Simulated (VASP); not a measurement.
# LiNbO3: single point with PBE

The system is LiNbO3.

```
Li Nb O
1.0
     3.93317    0.00000    0.00000
     0.00000    3.93317    0.00000
     0.00000    0.00000    3.93317
Li Nb O
1 1 3
Direct
  0.00000 0.00000 0.00000
  0.50000 0.50000 0.50000
  0.50000 0.50000 0.00000
  0.50000 0.00000 0.50000
  0.00000 0.50000 0.50000
```

* Program: VASP 6.6.1
* Task: single point
* Functional: PBE
* Potentials or basis: VASP PAW PBE potentials, release 64 (Li_sv, Nb_sv, O)
* Cutoff: 520 eV
* k mesh: 6 × 6 × 6
* Occupations: gaussian, width 0.01 eV
* Spin: non-collinear spin, zero start, spin-orbit coupling
* Starting moments: [[0.0, 0.0, 0.0], [0.0, 0.0, 0.0], [0.0, 0.0, 0.0], [0.0, 0.0, 0.0], [0.0, 0.0, 0.0]] μB
* Dipole correction: no
* Further INCAR settings: ALGO = Normal; EDIFF = 1e-07; NBANDS = 49

```yaml
Net_moment: 0.00 μB per cell
Valence_electrons_inside_the_program's_atomic_spheres: Li 2.01; Nb 10.40; O 5.07
```

Moments on the atoms (μB; x, y, z):
```
Li  0.00 0.00 0.00
Nb  0.00 0.00 0.00
O   0.00 0.00 0.00
O   0.00 0.00 0.00
O   0.00 0.00 0.00
```

Run time: 2.4 min on 1 thread of Intel(R) Xeon(R) Platinum 8488C (Sapphire Rapids), with other jobs on the host, peak memory 0.32 GiB.
